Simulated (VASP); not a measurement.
# Au (I4/mmm) in VASP: a series of runs

Au is run at these levels: PBEsol; tasks: single point.

Program: VASP 6.6.1. These are calculated values, not measurements. Logs are shortened: lines on timing, memory, paths and dates and some standing lists are left out, and cuts for length are marked.

## 1. The cell of the first run

Symmetry: I4/mmm, No. 139, tetragonal system. Conventional cell: a = 2.888 Å, b = 2.888 Å, c = 4.125 Å, α = 90.00°, β = 90.00°, γ = 90.00°. Within 3.8 Å of Au (site symmetry 4/mmm) lie 12 Au at 2.89 to 2.90 Å.

## 2. Single point, PBEsol (strain along c alone, the other axes held: +1.0 %)

INCAR

```
  ALGO = Fast
  EDIFF = 1E-6
  ENCUT = 520
  GGA = PS
  ISIF = 2
  ISMEAR = 0
  LASPH = T
  LCHARG = T
  LELF = T
  LREAL = F
  LVHAR = T
  LWAVE = F
  NBANDS = 18
  NELM = 100
  PREC = Accurate
  SIGMA = 0.1
```

KPOINTS

```
k-points
0
Gamma
  18 18 14
```

POSCAR

```
Au
1.0
    2.0418799352      2.0418799352      0.0000000000
   -2.0418799352      2.0418799352      0.0000000000
    0.0000000000      0.0000000000      4.1245974691
Au
2
Direct
    0.0000000000      0.0000000000      0.0000000000
    0.5000000000      0.5000000000      0.5000000000
```

Potentials or basis: VASP PAW PBE potentials, release 64 (Au).

On the command line:

```
cat potpaw_PBE.64/Au/POTCAR > POTCAR
mpirun -np 1 vasp_std > vasp.out
```

OUTCAR:

```text
EDIFF = 1E-6
   ENCUT = 520
   GGA = PS
   ISIF = 2
   ISMEAR = 0
   LASPH = T
   LREAL = F
   NELM = 100
   PREC = Accurate

 ion  position               nearest neighbor table
   1  0.000  0.000  0.000-   2 2.90   2 2.90   2 2.90   2 2.90   2 2.90   2 2.90   2 2.90   2 2.90

   2  0.500  0.500  0.500-   1 2.90   1 2.90   1 2.90   1 2.90   1 2.90   1 2.90   1 2.90   1 2.90

  LATTYP: Found a simple tetragonal cell.
 ALAT       =     2.8876542971
 C/A-ratio  =     1.4283556980

  Lattice vectors:

 A1 = (   2.0418799352,   2.0418799352,   0.0000000000)
 A2 = (  -2.0418799352,   2.0418799352,   0.0000000000)
 A3 = (   0.0000000000,   0.0000000000,   4.1245974691)

Analysis of symmetry for initial positions (statically):
=====================================================================
 Subroutine PRICEL returns following result:

  LATTYP: Found a body centered tetragonal cell.
 ALAT       =     2.8876542971
 C/A-ratio  =     1.4283556980

  Lattice vectors:

 A1 = (   2.0418799352,   0.0000000000,  -2.0622987346)
 A2 = (  -2.0418799352,   0.0000000000,  -2.0622987346)
 A3 = (   0.0000000000,   2.0418799352,   2.0622987346)

   2 primitive cells build up your supercell.

 Routine SETGRP: Setting up the symmetry group for a
 simple tetragonal supercell.

 Subroutine GETGRP returns: Found 16 space group operations
 (whereof 16 operations were pure point group operations)
 out of a pool of 16 trial point group operations.

The static configuration has the point symmetry D_4h.

Analysis of symmetry for dynamics (positions and initial velocities):
=====================================================================
 Subroutine PRICEL returns following result:

  LATTYP: Found a body centered tetragonal cell.
 ALAT       =     2.8876542971
 C/A-ratio  =     1.4283556980

  Lattice vectors:

 A1 = (   2.0418799352,   0.0000000000,  -2.0622987346)
 A2 = (  -2.0418799352,   0.0000000000,  -2.0622987346)
 A3 = (   0.0000000000,   2.0418799352,   2.0622987346)

   2 primitive cells build up your supercell.

 Routine SETGRP: Setting up the symmetry group for a
 simple tetragonal supercell.

 Subroutine GETGRP returns: Found 16 space group operations
 (whereof 16 operations were pure point group operations)
 out of a pool of 16 trial point group operations.

The dynamic configuration has the point symmetry D_4h.

 Subroutine INISYM returns: Found 16 space group operations
 (whereof 16 operations are pure point group operations),
 and found     2 'primitive' translations

----------------------------------------------------------------------------------------

                                     Primitive cell

  volume of cell :      17.1966

  direct lattice vectors                    reciprocal lattice vectors
     2.041879935  0.000000000 -2.062298735     0.244872380  0.244872380 -0.242447901
    -2.041879935  0.000000000 -2.062298735    -0.244872380  0.244872380 -0.242447901
     0.000000000  2.041879935  2.062298735     0.000000000  0.489744761  0.000000000

  length of vectors
     2.902128484  2.902128484  2.902128484     0.422736265  0.422736265  0.489744761

  position of ions in fractional coordinates (direct lattice)
     0.000000000  0.000000000  0.000000000

  ion indices of the primitive-cell ions
   primitive index   ion index
                 1           1

----------------------------------------------------------------------------------------

 KPOINTS: k-points

Automatic generation of k-mesh.
 Grid dimensions read from file:
 generate k-points for:   18   18   14

 Generating k-lattice:

  Cartesian coordinates                     Fractional coordinates (reciprocal lattice)
     0.013604021  0.013604021  0.000000000     0.055555556  0.000000000  0.000000000
    -0.013604021  0.013604021  0.000000000     0.000000000  0.055555556  0.000000000
     0.000000000  0.000000000  0.017317707     0.000000000  0.000000000  0.071428571

  Length of vectors
     0.019238991  0.019238991  0.017317707

  Shift w.r.t. Gamma in fractional coordinates (k-lattice)
     0.000000000  0.000000000  0.000000000

 Subroutine IBZKPT returns following result:
 ===========================================

 Found    440 irreducible k-points:

 Following reciprocal coordinates:
            Coordinates               Weight
  0.000000  0.000000  0.000000      1.000000
  0.055556  0.000000  0.000000      4.000000
  0.111111  0.000000  0.000000      4.000000
  0.166667  0.000000  0.000000      4.000000
  0.222222  0.000000  0.000000      4.000000
  0.277778  0.000000  0.000000      4.000000
[... 16 lines left out ...]
  0.277778  0.111111  0.000000      8.000000
  0.333333  0.111111  0.000000      8.000000
 [... further k-points ...]
   k-points           NKPTS =    440   k-points in BZ     NKDIM =    440   number of bands    NBANDS=     18
   number of dos      NEDOS =    301   number of ions     NIONS =      2
   total plane-waves  NPLWV =  18432
   dimension x,y,z NGX =    24 NGY =   24 NGZ =   32
   dimension x,y,z NGXF=    48 NGYF=   48 NGZF=   64
   ions per type =               2
   NGX,Y,Z   is equivalent  to a cutoff of  13.82, 13.82, 12.90 a.u.
   NGXF,Y,Z  is equivalent  to a cutoff of  27.63, 27.63, 25.80 a.u.
 SYSTEM =  unknown system
   PREC   = accura    normal or accurate (medium, high low for compatibility)
   ISTART =      0    job   : 0-new  1-cont  2-samecut
   ICHARG =      2    charge: 1-file 2-atom 10-const
   ISPIN  =      1    spin polarized calculation?
   LNONCOLLINEAR =      F non collinear calculations
   LSORBIT =      F    spin-orbit coupling
   LASPH  =      T    aspherical Exc in radial PAW
   ENCUT  =  520.0 eV  38.22 Ry    6.18 a.u.   5.37  5.37  7.67*2*pi/ulx,y,z
   NELM   =    100;   NELMIN=  2; NELMDL= -5     # of ELM steps
   EDIFF  = 0.1E-05   stopping-criterion for ELM
   LREAL  =      F    real-space projection
[... 7 lines left out ...]
   TEBEG  =    0.0;   TEEND  =   0.0 temperature during run
   PSTRESS=    0.0 pullay stress
   NELECT =      22.0000    total number of electrons
   NUPDOWN=      -1.0000    fix difference up-down
   EMIN   =  10.00;   EMAX   =-10.00  energy-range for DOS
   EFERMI =   0.00;   METHOD = LEGACY
   ISMEAR =     0;   SIGMA  =   0.10  broadening in eV -4-tet -1-fermi 0-gaus
   EFERMI_NEDOS =   21; number of points for ismear=-14 and -15
   IALGO  =     68    algorithm
   IMIX   =      4    mixing-type and parameters
     AMIX     =   0.40;   BMIX     =  1.00
     AMIX_MAG =   1.60;   BMIX_MAG =  1.00
  volume/ion in A,a.u.               =      17.20       116.05
  Fermi-wavevector in a.u.,A,eV,Ry     =   1.410561  2.665573 27.071255  1.989681
  Thomas-Fermi vector in A             =   2.532502
   LORBIT       =      0    0 simple, 1 ext, 2 COOP (PROOUT), +10 PAW based schemes
   GGA     = PS    functional components
   LHFCALC =     F    Hartree Fock is set to
   AEXX    =    0.0000 exact exchange contribution
   IVDW    =     0    specifies the selected vdW correction
   LEPSILON=     F    determine dielectric tensor
   LRPA    =     F    only Hartree local field effects (RPA)
 non-spin polarized calculation
 RMM-DIIS sequential band-by-band and
 Gauss-broadening in eV      SIGMA  =   0.10
  energy-cutoff  :      520.00
  volume of cell :       34.39
 maximum number of plane-waves:       943
 NGX is ok and might be reduce to    24
   NGX = 11   NGY = 11   NGZ = 15

 number of electron      22.0000000 magnetization

 Free energy of the ion-electron system (eV)
  ---------------------------------------------------
  ext. energy  EPLUGINS =         0.00000000
  ---------------------------------------------------
  free energy    TOTEN  =        -7.84676652 eV

  energy without entropy =       -7.84424974  energy(sigma->0) =       -7.84550813

 E-fermi :   9.1320     XC(G=0): -12.8315

 val. band max:        9.1289536790   @ k =   0.4444   0.1111   0.5000
 cond. band min:       9.1346752938   @ k =   0.5000   0.1111   0.2857
 fundamental gap:      0.0057216148
 Fermi energy:         9.1320044555

 k-point     1 :       0.0000    0.0000    0.0000
  band No.  band energies     occupation
      1      -0.6972      2.00000
      2       2.1284      2.00000
      3       2.4541      2.00000
      4       4.4387      2.00000
      5       4.5252      2.00000
      6       4.5252      2.00000
[... 10 lines left out ...]
     17      26.2950      0.00000
     18      27.6255      0.00000

 k-point     2 :       0.0556    0.0000    0.0000
  band No.  band energies     occupation
      1      -0.6252      2.00000
      2       2.1761      2.00000
      3       2.4948      2.00000
      4       4.4710      2.00000
      5       4.4964      2.00000
      6       4.5472      2.00000
[... 10 lines left out ...]
     17      26.5760      0.00000
     18      27.1813      0.00000

 k-point     3 :       0.1111    0.0000    0.0000
  band No.  band energies     occupation
      1      -0.4123      2.00000
      2       2.3009      2.00000
      3       2.6273      2.00000
      4       4.4154      2.00000
      5       4.5599      2.00000
      6       4.6127      2.00000
[... 10 lines left out ...]
     17      26.1569      0.00000
     18      27.0465      0.00000

 k-point     4 :       0.1667    0.0000    0.0000
  band No.  band energies     occupation
      1      -0.0682      2.00000
      2       2.4628      2.00000
      3       2.8677      2.00000
      4       4.2968      2.00000
      5       4.6778      2.00000
      6       4.7200      2.00000
[... 375 lines left out ...]
      4       3.9465      2.00000
      5       4.9211      2.00000
      6       5.0751      2.00000
[... 10 lines left out ...]
     17      24.6465      0.00000
     18      26.3941      0.00000

 k-point    23 :       0.2778    0.1111    0.0000
  band No.  band energies     occupation
      1       1.1808      2.00000
      2       3.0600      2.00000
      3       3.5854      2.00000
      4       3.8069      2.00000
      5       4.6941      2.00000
      6       4.8514      2.00000
[... 10 lines left out ...]
     17      23.9700      0.00000
     18      26.7682      0.00000

 k-point    24 :       0.3333    0.1111    0.0000
  band No.  band energies     occupation
      1       1.7517      2.00000
      2       3.2730      2.00000
      3       3.6956      2.00000
      4       3.7853      2.00000
      5       4.3267      2.00000
      6       4.6812      2.00000
[... 10 lines left out ...]
     17      22.9119      0.00000
     18      26.2578      0.00000

 [... further k-points ...]

------------------------ aborting loop because EDIFF is reached ----------------------------------------

  FORCE on cell =-STRESS in cart. coord.  units (eV):
  Direction    XX          YY          ZZ          XY          YZ          ZX
  --------------------------------------------------------------------------------------
  -------------------------------------------------------------------------------------
  Total       -0.3817345     -0.3817345     -0.5391527      0.0000000      0.0000000     -0.0000000
  in kB      -17.7827974    -17.7827974    -25.1159974      0.0000000      0.0000000     -0.0000000
  external PRESSURE =     -20.2271974 kB  Pullay stress =       0.0000000 kB

 VOLUME and BASIS-vectors are now :
 -----------------------------------------------------------------------------
  energy-cutoff  :      520.00
  volume of cell :       34.39
      direct lattice vectors                 reciprocal lattice vectors
     2.041879935  2.041879935  0.000000000     0.244872380  0.244872380  0.000000000
    -2.041879935  2.041879935  0.000000000    -0.244872380  0.244872380  0.000000000
     0.000000000  0.000000000  4.124597469     0.000000000  0.000000000  0.242447901

 POSITION                                       TOTAL-FORCE (eV/Angst)
 -----------------------------------------------------------------------------------
      0.00000      0.00000      0.00000        -0.000000     -0.000000     -0.000000
      0.00000      2.04188      2.06230         0.000000      0.000000      0.000000
 -----------------------------------------------------------------------------------
    total drift:                               -0.000000      0.000000     -0.000000

  FREE ENERGIE OF THE ION-ELECTRON SYSTEM (eV)
  ---------------------------------------------------
  free  energy   TOTEN  =        -7.8467665200 eV

  energy  without entropy=       -7.8442497423  energy(sigma->0) =       -7.84550813
```

It took 84 s on 1 thread of Intel Xeon Platinum 8488C (Sapphire Rapids), shared host; peak memory 0.32 GiB.

Results:

```yaml
Free_energy: -7.8468 eV
Pressure: -2.0 GPa
Band_gap_on_the_k_mesh: zero (bands 11 and 12 overlap by 7.31 eV)
```

Caveat: the cell differs from its parent crystal (strain along c alone, the other axes held: +1.0 %); the PAW data sets were made with another functional, which shifts forces and pressure a little; spin-orbit coupling is left out, which moves the levels of the heavy elements.

## 3. Single point, PBEsol (strain along c alone, the other axes held: +2.0 %)

INCAR

```
PREC     = Accurate       # precision mode
ENCUT    = 520            # plane-wave cutoff, eV
EDIFF    = 1E-7           # SCF threshold, eV
ISMEAR   = 0              # smearing method
SIGMA    = 0.1            # smearing width, eV
LREAL    = False          # projectors in reciprocal space
LASPH    = True           # aspherical terms in the spheres
NELM     = 80             # most SCF steps
ALGO     = Fast           # electronic algorithm
ISIF     = 2              # what is computed and relaxed
LWAVE    = False          # write WAVECAR
LCHARG   = False          # write CHGCAR
GGA      = PS             # functional
NBANDS   = 18             # bands
```

KPOINTS

```
regular mesh
0
Gamma
  18 18 14
```

POSCAR, as its differences from that of step 2:

```diff
@@ -4,3 +4,3 @@
    -2.0418799352      2.0418799352      0.0000000000
-    0.0000000000      0.0000000000      4.1245974691
+    0.0000000000      0.0000000000      4.1654350678
 Au
```

Potentials or basis: VASP PAW PBE potentials, release 64 (Au).

On the command line:

```
cat potpaw_PBE.64/Au/POTCAR > POTCAR
mpirun -np 1 vasp_std > vasp.out
```

Run time: 1.8 min. Hardware: 1 thread of Intel Xeon Platinum 8488C (Sapphire Rapids), shared host; peak memory 0.33 GiB.

Results (log left out):

```yaml
Free_energy: -7.8397 eV
Pressure: -3.6 GPa
Band_gap_on_the_k_mesh: zero (bands 11 and 12 overlap by 7.30 eV)
```

Stress tensor (GPa, compression positive):
```
-3.30  0.00  0.00
 0.00 -3.30  0.00
 0.00  0.00 -4.34
```

Levels at points of the mesh, in eV from the Fermi level:
```csv
k point,band 9,band 10,band 11,band 12,band 13,band 14
"(0.00, 0.00, 0.00)",-1.97,-1.64,-1.64,0.79,5.29,10.13
"(0.50, 0.00, 0.00)",-3.08,-3.08,-0.20,-0.20,8.12,8.12
"(0.50, 0.50, 0.00)",-1.55,-1.55,1.12,1.12,5.74,5.74
"(0.00, 0.00, 0.50)",-3.34,-3.34,-2.51,-2.51,14.69,14.69
"(0.50, 0.00, 0.50)",-1.90,-1.90,-0.94,-0.94,2.95,2.95
"(0.50, 0.50, 0.50)",-1.55,-1.55,4.75,4.75,6.16,6.16
```

Caveat: the cell differs from its parent crystal (strain along c alone, the other axes held: +2.0 %); the cell stands under tension; the PAW data sets were made with another functional, which shifts forces and pressure a little; spin-orbit coupling is left out, which moves the levels of the heavy elements.

## 4. Single point, PBEsol (strain along c alone, the other axes held: +3.0 %)

INCAR

```
SYSTEM = Au
PREC = Accurate
ENCUT = 520
EDIFF = 1E-6
ISMEAR = 0
SIGMA = 0.1
LREAL = .False.
LASPH = .True.
NELM = 60
ALGO = Fast
ISIF = 2
LWAVE = .False.
LCHARG = .True.
GGA = PS
LELF = .True.
LVHAR = .True.
NBANDS = 18
```

KPOINTS

```
regular mesh
0
Gamma
  18 18 14
  0 0 0
```

POSCAR, as its differences from that of step 3:

```diff
@@ -4,3 +4,3 @@
    -2.0418799352      2.0418799352      0.0000000000
-    0.0000000000      0.0000000000      4.1654350678
+    0.0000000000      0.0000000000      4.2062726665
 Au
```

On the command line:

```
cat potpaw_PBE.64/Au/POTCAR > POTCAR
mpirun -np 1 vasp_std > vasp.out
```

Wall time 1.9 min (1 thread of Intel Xeon Platinum 8488C (Sapphire Rapids), shared host); peak memory 0.32 GiB.

The run converged. Its results:

| Quantity | Value |
| --- | --- |
| Free energy | -7.8290 eV |
| Pressure | -5.0 GPa |
| Band gap on the k mesh | zero (bands 11 and 12 overlap by 7.29 eV) |

Stress tensor (GPa, compression positive):
```
-4.59  0.00  0.00
 0.00 -4.59  0.00
 0.00  0.00 -5.86
```

Levels at points of the mesh, in eV from the Fermi level:
| k point | band 7 | band 8 | band 9 | band 10 | band 11 | band 12 | band 13 | band 14 | band 15 | band 16 |
| --- | --- | --- | --- | --- | --- | --- | --- | --- | --- | --- |
| (0.00, 0.00, 0.00) | -3.22 | -2.94 | -1.96 | -1.64 | -1.64 | 0.72 | 5.07 | 10.22 | 10.22 | 14.55 |
| (0.50, 0.00, 0.00) | -3.61 | -3.61 | -3.03 | -3.03 | -0.16 | -0.16 | 7.95 | 7.95 | 9.78 | 9.78 |
| (0.50, 0.50, 0.00) | -1.72 | -1.72 | -1.52 | -1.52 | 1.20 | 1.20 | 5.74 | 5.74 | 9.69 | 9.69 |
| (0.00, 0.00, 0.50) | -3.29 | -3.29 | -3.29 | -3.29 | -2.47 | -2.47 | 14.66 | 14.66 | 14.66 | 14.66 |
| (0.50, 0.00, 0.50) | -1.99 | -1.99 | -1.87 | -1.87 | -0.89 | -0.89 | 2.91 | 2.91 | 13.92 | 13.92 |
| (0.50, 0.50, 0.50) | -3.24 | -3.24 | -1.51 | -1.51 | 4.79 | 4.79 | 6.12 | 6.12 | 6.12 | 6.12 |

Caveat: the cell differs from its parent crystal (strain along c alone, the other axes held: +3.0 %); the cell stands under tension; the PAW data sets were made with another functional, which shifts forces and pressure a little; spin-orbit coupling is left out, which moves the levels of the heavy elements.

## 5. The runs side by side

| cell | further INCAR settings | gap on the mesh (eV) | pressure (GPa) |
| --- | --- | --- | --- |
| a = 2.888, b = 2.888, c = 4.125 Å, 2 atoms | ALGO = Fast; EDIFF = 1e-06; NBANDS = 18 | none | -2.0 |
| a = 2.888, b = 2.888, c = 4.165 Å, 2 atoms | ALGO = Fast; EDIFF = 1e-07; NBANDS = 18 | none | -3.6 |
| a = 2.888, b = 2.888, c = 4.206 Å, 2 atoms | ALGO = Fast; EDIFF = 1e-06; NBANDS = 18 | none | -5.0 |

Alike in all rows: task single point; level PBEsol; potentials or basis VASP PAW PBE potentials, release 64 (Au); no spin polarisation; k mesh 18 × 18 × 14; cutoff (eV) 520; smearing gaussian 0.1 eV.

Caveats: the PAW data sets were made with another functional, which shifts forces and pressure a little; spin-orbit coupling is left out, which moves the levels of the heavy elements; the cell stands under tension (at least some runs).

Total energies depend on the potentials used, so only differences within one code and one set of settings carry meaning.
